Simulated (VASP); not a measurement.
# SrCl2 (Fm-3m) in VASP: notebook

SrCl2 is run at these levels: PBEsol; tasks: relaxation of cell and atoms.

All numbers are computed with VASP 6.6.1; they aren't measurements. Logs are shortened: lines on timing, memory, paths and dates and some standing lists are left out, and cuts for length are marked.

**1. The cell of the first run**

Symmetry: Fm-3m, No. 225, cubic system. Conventional cell: a = 6.977 Å, b = 6.977 Å, c = 6.977 Å, α = 90.00°, β = 90.00°, γ = 90.00°. Within 4.0 Å of Sr (site symmetry m-3m) lie 8 Cl at 3.02 Å. Cl (site symmetry -43m) has 4 Sr at 3.02 Å and 6 Cl at 3.49 Å within 4.0 Å.

**2. Relaxation of cell and atoms, PBEsol, target pressure 5 GPa, at which the enthalpy is minimised**

File INCAR:

```
SYSTEM = SrCl2
ALGO = Normal
EDIFF = 1E-6
EDIFFG = -0.005
ENCUT = 600
GGA = PS
IBRION = 2
ISIF = 3
ISMEAR = -1
LASPH = .TRUE.
LCHARG = .FALSE.
LREAL = .FALSE.
LWAVE = .FALSE.
NELM = 60
NSW = 80
PREC = Accurate
PSTRESS = 50.0
SIGMA = 0.05
```

File KPOINTS:

```
k-points
0
G
  7 7 7
  0 0 0
```

File POSCAR:

```
SrCl2
1.0
    0.0000000000      3.4883500000      3.4883500000
    3.4883500000      0.0000000000      3.4883500000
    3.4883500000      3.4883500000      0.0000000000
Sr Cl
1 2
Direct
    0.0000000000      0.0000000000      0.0000000000
    0.7500000000      0.7500000000      0.7500000000
    0.2500000000      0.2500000000      0.2500000000
```

Potentials or basis: VASP PAW PBE potentials, release 64 (Sr_sv, Cl).

Started as:

```sh
> cat potpaw_PBE.64/Sr_sv/POTCAR potpaw_PBE.64/Cl/POTCAR > POTCAR
> mpirun -np 1 vasp_std > vasp.out
```

OUTCAR:

```text
SYSTEM = SrCl2
   EDIFF = 1E-6
   EDIFFG = -0.005
   ENCUT = 600
   GGA = PS
   IBRION = 2
   ISIF = 3
   ISMEAR = -1
   LASPH = .TRUE.
   LREAL = .FALSE.
   NELM = 60
   NSW = 80
   PREC = Accurate
   PSTRESS = 50.0

 ion  position               nearest neighbor table
   1  0.000  0.000  0.000-   2 3.02   2 3.02   2 3.02   2 3.02   3 3.02   3 3.02   3 3.02   3 3.02

   2  0.750  0.750  0.750-   1 3.02   1 3.02   1 3.02   1 3.02
   3  0.250  0.250  0.250-   1 3.02   1 3.02   1 3.02   1 3.02

  LATTYP: Found a face centered cubic cell.
 ALAT       =     6.9767000000

  Lattice vectors:

 A1 = (   0.0000000000,   3.4883500000,   3.4883500000)
 A2 = (   3.4883500000,   0.0000000000,   3.4883500000)
 A3 = (   3.4883500000,   3.4883500000,   0.0000000000)

Analysis of symmetry for initial positions (statically):
=====================================================================
 Subroutine PRICEL returns:
 Original cell was already a primitive cell.

 Routine SETGRP: Setting up the symmetry group for a
 face centered cubic supercell.

 Subroutine GETGRP returns: Found 48 space group operations
 (whereof 48 operations were pure point group operations)
 out of a pool of 48 trial point group operations.

The static configuration has the point symmetry O_h .

Analysis of symmetry for dynamics (positions and initial velocities):
=====================================================================
 Subroutine PRICEL returns:
 Original cell was already a primitive cell.

 Routine SETGRP: Setting up the symmetry group for a
 face centered cubic supercell.

 Subroutine GETGRP returns: Found 48 space group operations
 (whereof 48 operations were pure point group operations)
 out of a pool of 48 trial point group operations.

The dynamic configuration has the point symmetry O_h .

 Subroutine INISYM returns: Found 48 space group operations
 (whereof 48 operations are pure point group operations),
 and found     1 'primitive' translations

----------------------------------------------------------------------------------------

                                     Primitive cell

  volume of cell :      84.8966

  direct lattice vectors                    reciprocal lattice vectors
     0.000000000  3.488350000  3.488350000    -0.143334241  0.143334241  0.143334241
     3.488350000  0.000000000  3.488350000     0.143334241 -0.143334241  0.143334241
     3.488350000  3.488350000  0.000000000     0.143334241  0.143334241 -0.143334241

[... 66 lines left out ...]
   dimension x,y,z NGXF=    80 NGYF=   80 NGZF=   80
   ions per type =               1   2
   NGX,Y,Z   is equivalent  to a cutoff of  13.48, 13.48, 13.48 a.u.
   NGXF,Y,Z  is equivalent  to a cutoff of  26.96, 26.96, 26.96 a.u.
 SYSTEM =  SrCl2
   PREC   = accura    normal or accurate (medium, high low for compatibility)
   ISTART =      0    job   : 0-new  1-cont  2-samecut
   ICHARG =      2    charge: 1-file 2-atom 10-const
   ISPIN  =      1    spin polarized calculation?
   LNONCOLLINEAR =      F non collinear calculations
   LSORBIT =      F    spin-orbit coupling
   LASPH  =      T    aspherical Exc in radial PAW
   ENCUT  =  600.0 eV  44.10 Ry    6.64 a.u.   9.85  9.85  9.85*2*pi/ulx,y,z
   NELM   =     60;   NELMIN=  2; NELMDL= -5     # of ELM steps
   EDIFF  = 0.1E-05   stopping-criterion for ELM
   LREAL  =      F    real-space projection
   EDIFFG = -.5E-02   stopping-criterion for IOM
   NSW    =     80    number of steps for IOM
   IBRION =      2    ionic relax: 0-MD 1-quasi-New 2-CG
   NFREE  =      1    steps in history (QN), initial steepest desc. (CG)
   ISIF   =      3    stress and relaxation
   ISYM   =      2    0-nonsym 1-usesym 2-fastsym
   POTIM  = 0.5000    time-step for ionic-motion
   TEBEG  =    0.0;   TEEND  =   0.0 temperature during run
   PSTRESS=   50.0 pullay stress
   NELECT =      24.0000    total number of electrons
   NUPDOWN=      -1.0000    fix difference up-down
   EMIN   =  10.00;   EMAX   =-10.00  energy-range for DOS
   EFERMI =   0.00;   METHOD = LEGACY
   ISMEAR =    -1;   SIGMA  =   0.05  broadening in eV -4-tet -1-fermi 0-gaus
   EFERMI_NEDOS =   21; number of points for ismear=-14 and -15
   IALGO  =     38    algorithm
   IMIX   =      4    mixing-type and parameters
     AMIX     =   0.40;   BMIX     =  1.00
     AMIX_MAG =   1.60;   BMIX_MAG =  1.00
  volume/ion in A,a.u.               =      28.30       190.97
  Fermi-wavevector in a.u.,A,eV,Ry     =   1.074439  2.030396 15.706833  1.154420
  Thomas-Fermi vector in A             =   2.210267
   LORBIT       =      0    0 simple, 1 ext, 2 COOP (PROOUT), +10 PAW based schemes
   GGA     = PS    functional components
   LHFCALC =     F    Hartree Fock is set to
   AEXX    =    0.0000 exact exchange contribution
   IVDW    =     0    specifies the selected vdW correction
   LEPSILON=     F    determine dielectric tensor
   LRPA    =     F    only Hartree local field effects (RPA)
 conjugate gradient relaxation of ions
 non-spin polarized calculation
  energy-cutoff  :      600.00
  volume of cell :       84.90
 maximum number of plane-waves:      2851
   NGX = 19   NGY = 19   NGZ = 19

--------------------------------------- Ionic step        1  -------------------------------------------

 number of electron      24.0000003 magnetization

 Free energy of the ion-electron system (eV)
  ---------------------------------------------------
  ext. energy  EPLUGINS =         0.00000000
  ---------------------------------------------------
  free energy    TOTEN  =       -13.33701625 eV

  energy without entropy =      -13.33701625  energy(sigma->0) =      -13.33701625

------------------------ aborting loop because EDIFF is reached ----------------------------------------

  FORCE on cell =-STRESS in cart. coord.  units (eV):
  Direction    XX          YY          ZZ          XY          YZ          ZX
  --------------------------------------------------------------------------------------
  -------------------------------------------------------------------------------------
  Total       -0.4795627     -0.4795627     -0.4795627      0.0000000      0.0000000      0.0000000
  in kB       -9.0503603     -9.0503603     -9.0503603      0.0000000      0.0000000      0.0000000
  external PRESSURE =     -59.0503603 kB  Pullay stress =      50.0000000 kB
[... 65 lines left out ...]
--------------------------------------- Ionic step        3  -------------------------------------------

 number of electron      24.0000000 magnetization

 Free energy of the ion-electron system (eV)
  ---------------------------------------------------
  ext. energy  EPLUGINS =         0.00000000
  ---------------------------------------------------
  free energy    TOTEN  =       -13.22670432 eV

  energy without entropy =      -13.22670432  energy(sigma->0) =      -13.22670432

 E-fermi :   2.1087     XC(G=0):  -9.0781

 val. band max:        0.9569840831   @ k =  -0.4286   0.4286   0.0000
 cond. band min:       6.3131101384   @ k =   0.4286   0.4286   0.0000
 fundamental gap:      5.3561260552
 Fermi energy:         2.1087193816

 k-point     1 :       0.0000    0.0000    0.0000
  band No.  band energies     occupation
      1     -31.4210      2.00000
      2     -13.5060      2.00000
      3     -13.5060      2.00000
      4     -13.5060      2.00000
      5     -12.7417      2.00000
      6     -11.5730      2.00000
[... 403 lines left out ...]
  energy  without entropy=      -13.2267043164  energy(sigma->0) =      -13.22670432

  enthalpy is  TOTEN    =       -10.8981250483 eV   P V=        2.3285792681

 reached required accuracy - stopping structural energy minimisation
```

OSZICAR:

```text
N       E                     dE             d eps       ncg     rms          rms(c)
DAV:   1     0.158553680110E+03    0.15855E+03   -0.12342E+04   640   0.150E+03
DAV:   2    -0.331664730484E+01   -0.16187E+03   -0.15847E+03   856   0.259E+02
DAV:   3    -0.131837142765E+02   -0.98671E+01   -0.98587E+01   848   0.678E+01
[... 27 lines left out ...]
DAV:   4    -0.132263245612E+02   -0.18146E-03   -0.49316E-03  1096   0.413E-01    0.448E-01
DAV:   5    -0.132267363904E+02   -0.41183E-03   -0.20570E-03  1112   0.241E-01    0.569E-02
DAV:   6    -0.132267043086E+02    0.32082E-04   -0.12287E-04  1112   0.818E-02    0.256E-02
DAV:   7    -0.132267039326E+02    0.37604E-06   -0.10684E-05   800   0.302E-02    0.541E-03
DAV:   8    -0.132267043164E+02   -0.38384E-06   -0.96163E-07   552   0.743E-03
   3 F= -.10898125E+02 E0= -.10898125E+02  d E =-.210521E+00
```

CONTCAR:

```text
SrCl2
   1.00000000000000
     0.0000000000000000    3.3414415575793543    3.3414415575793543
     3.3414415575793543    0.0000000000000000    3.3414415575793543
     3.3414415575793543    3.3414415575793543    0.0000000000000000
  Sr              Cl
     1     2
Direct
     0.0000000000000000    0.0000000000000000    0.0000000000000000
     0.7500000000000000    0.7500000000000000    0.7500000000000000
     0.2500000000000000    0.2500000000000000    0.2500000000000000

  0.00000000E+00  0.00000000E+00  0.00000000E+00
  0.00000000E+00  0.00000000E+00  0.00000000E+00
  0.00000000E+00  0.00000000E+00  0.00000000E+00
```

Run time: 97 s. Hardware: 1 thread of Intel Xeon Platinum 8259CL at 2.50GHz (Skylake/Cascade Lake), shared host; peak memory 0.25 GiB.

Results:

| Quantity | Value |
| --- | --- |
| Free energy | -13.2267 eV |
| Relaxed volume | 24.87 Å³/atom |
| Relaxed cell | a = 4.726 Å, b = 4.726 Å, c = 4.726 Å, α = 60.00°, β = 60.00°, γ = 60.00° |
| Space group after relaxing (to 0.1 Å) | Fm-3m (No. 225) |
| Energy change on relaxing (the run minimises the enthalpy) | +36.8 meV/atom |
| Ionic steps | 3 |
| Pressure after relaxing | 5.0 GPa |
| Band gap on the k mesh | 5.36 eV (least direct gap 5.49 eV) |

The path:
| step | energy change (eV) | largest force (eV/Å) | pressure (GPa) | volume (Å³) |
| --- | --- | --- | --- | --- |
| 1 | 0.0000 | 0.0000 | -0.91 | 84.90 |
| 2 | 0.1792 | 0.0000 | 6.64 | 72.72 |
| 3 | 0.1103 | 0.0000 | 5.02 | 74.62 |

Final structure:
```
Sr Cl
1.0
     0.00000    3.34144    3.34144
     3.34144    0.00000    3.34144
     3.34144    3.34144    0.00000
Sr Cl
1 2
Direct
  0.00000 0.00000 0.00000
  0.75000 0.75000 0.75000
  0.25000 0.25000 0.25000
```

Levels at points of the mesh, in eV from the valence-band top:
| k point | band 9 | band 10 | band 11 | band 12 | band 13 | band 14 | band 15 | band 16 |
| --- | --- | --- | --- | --- | --- | --- | --- | --- |
| (0.00, 0.00, 0.00) | -2.62 | -0.35 | -0.35 | -0.35 | 5.66 | 5.89 | 5.89 | 9.12 |

Caveat: the cell is relaxed towards a set pressure, so the run minimises the enthalpy, not the energy; the PAW data sets were made with another functional, which shifts forces and pressure a little; an odd mesh through Γ misses points on the zone boundary, where band edges can lie.

**3. Relaxation of cell and atoms, PBEsol, target pressure 10 GPa, at which the enthalpy is minimised**

File INCAR:

```
PREC = Accurate
ENCUT = 600
EDIFF = 1E-7
ISMEAR = -1
SIGMA = 0.05
LREAL = F
LASPH = T
NELM = 80
ALGO = Normal
ISIF = 3
LWAVE = F
LCHARG = F
GGA = PS
IBRION = 2
NSW = 80
EDIFFG = -0.005
PSTRESS = 100.0
```

File KPOINTS:

```
Automatic mesh
0
Gamma
  7 7 7
```

POSCAR is that of step 2.

Potentials or basis: VASP PAW PBE potentials, release 64 (Sr_sv, Cl).

Started as:

```sh
> cat potpaw_PBE.64/Sr_sv/POTCAR potpaw_PBE.64/Cl/POTCAR > POTCAR
> mpirun -np 1 vasp_std > vasp.out
```

Wall time 3.6 min (1 thread of Intel Xeon Platinum 8259CL at 2.50GHz (Skylake/Cascade Lake), shared host); peak memory 0.26 GiB.

The run converged. Its results:

- Free energy: -12.9881 eV
- Relaxed volume: 23.14 Å³/atom
- Relaxed cell: a = 4.613 Å, b = 4.613 Å, c = 4.613 Å, α = 60.00°, β = 60.00°, γ = 60.00°
- Space group after relaxing (to 0.1 Å): Fm-3m (No. 225)
- Energy change on relaxing (the run minimises the enthalpy): +116.3 meV/atom
- Ionic steps: 6
- Pressure after relaxing: 10.0 GPa
- Band gap on the k mesh: 5.27 eV (least direct gap 5.42 eV)

The path:
| step | energy change (eV) | largest force (eV/Å) | pressure (GPa) | volume (Å³) |
| --- | --- | --- | --- | --- |
| 1 | 0.0000 | 0.0000 | -0.90 | 84.90 |
| 2 | 0.8782 | 0.0000 | 18.62 | 63.37 |
| 3 | 0.3460 | 0.0000 | 9.95 | 69.47 |
| 4 | 0.3642 | 0.0000 | 10.28 | 69.18 |
| 5 | 0.3404 | 0.0000 | 9.84 | 69.56 |
| 6 | 0.3489 | 0.0000 | 10.00 | 69.42 |

Final structure:
```
Sr Cl
1.0
     0.00000    3.26203    3.26203
     3.26203    0.00000    3.26203
     3.26203    3.26203    0.00000
Sr Cl
1 2
Direct
  0.00000 0.00000 0.00000
  0.75000 0.75000 0.75000
  0.25000 0.25000 0.25000
```

Levels at points of the mesh, in eV from the valence-band top:
| k point | band 9 | band 10 | band 11 | band 12 | band 13 | band 14 | band 15 | band 16 |
| --- | --- | --- | --- | --- | --- | --- | --- | --- |
| (0.00, 0.00, 0.00) | -2.94 | -0.38 | -0.38 | -0.38 | 5.78 | 5.78 | 5.94 | 9.23 |

Caveat: the cell is relaxed towards a set pressure, so the run minimises the enthalpy, not the energy; the volume moved by over 15 % at a fixed basis, so the end points are rough; the PAW data sets were made with another functional, which shifts forces and pressure a little; an odd mesh through Γ misses points on the zone boundary, where band edges can lie. Expect the measured gap to be larger: semilocal functionals such as PBEsol lack the derivative discontinuity.
